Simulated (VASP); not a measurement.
Wanted: the native input for a VASP 6.6.1 run.

```
Task                   : single point
Functional             : PBE
Potentials or basis    : VASP PAW PBE potentials, release 64 (Hf_pv, Mo_sv)
Cutoff                 : 520 eV
k mesh                 : 10 × 10 × 7
Occupations            : fermi-dirac, width 0.05 eV
Spin                   : collinear spin, zero start
Starting moments       : [0.0, 0.0] μB
Fixed moment           : 0 μB
Dipole correction      : no
Further INCAR settings : ALGO = Normal; EDIFF = 1e-07; NBANDS = 23
```

The structure of HfMo lies in POSCAR:

```
HfMo
1.0
    1.6712035000     -2.4724670000      0.0000000000
    1.6712035000      2.4724670000      0.0000000000
    0.0000000000      0.0000000000      4.4470110000
Hf Mo
1 1
Direct
    0.0000000000      0.0000000000      0.0000000000
    0.5000000000      0.5000000000      0.5000000000
```

The input as run:

INCAR

```
SYSTEM = HfMo
ALGO = Normal ; EDIFF = 1E-7
ENCUT = 520 ; GGA = PE
ISIF = 2 ; ISMEAR = -1
ISPIN = 2 ; LASPH = .TRUE.
LCHARG = .FALSE. ; LMAXMIX = 4
LORBIT = 11 ; LREAL = .FALSE.
LWAVE = .FALSE. ; MAGMOM = 0 0
NBANDS = 23 ; NELM = 150
NUPDOWN = 0.0 ; PREC = Accurate
SIGMA = 0.05
```

KPOINTS

```
k-points
0
G
  10 10 7
  0 0 0
```

Potentials or basis: VASP PAW PBE potentials, release 64 (Hf_pv, Mo_sv).

Command:

```console
$ cat potpaw_PBE.64/Hf_pv/POTCAR potpaw_PBE.64/Mo_sv/POTCAR > POTCAR
$ mpirun -np 1 vasp_std > vasp.out
```

Results of the run:

* Pressure: -0.1 GPa
* Net moment: 0.00 μB per cell
* Valence electrons inside the program's atomic spheres: Hf 8.61; Mo 12.43

Caveat: the total moment is fixed, so each spin has its own Fermi level.

Wall time 63 s on 1 thread of Intel(R) Xeon(R) 6975P-C (Granite Rapids), on a shared host, peak memory 0.29 GiB.
